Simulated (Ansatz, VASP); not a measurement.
## Two plane-wave programs on HfN

```
CELL_PARAMETERS angstrom
3.43032 0.00000 0.00000
-1.71516 2.97075 0.00000
0.00000 0.00000 3.96747
ATOMIC_POSITIONS crystal
Hf 0.00000 0.00000 0.50000
N 0.00000 0.00000 0.00000
```

Alike in both runs: task relaxation of cell and atoms; functional PBE; k mesh 18 × 18 × 14; occupations gaussian, width 0.1 eV; no spin polarisation.

|  | VASP | Ansatz |
| --- | --- | --- |
| version | VASP 6.6.1 | Ansatz 0.2.0 |
| potentials or method | VASP PAW PBE potentials, release 64 (Hf_pv, N), cutoff 600 eV | scalar-relativistic, plane waves, PAW |
| valence electrons in the cell | 15 | 31 |

```tsv
	VASP	Ansatz	Ansatz less VASP
gap on the k mesh at the Fermi level, each at its own relaxed structure (eV)	none	none	-
relaxed volume (Å³/atom)	20.22	20.26	+0.038
relaxed cell length with the largest relative difference (Å)	3.428	3.433	+0.0051
```

A gap of «none» marks a metal or a gap that the smearing closes. VASP's potentials hold 15 valence electrons a cell and Ansatz's 31, so a difference there can come from the potentials and not from the codes.

Spin-orbit coupling is off throughout.
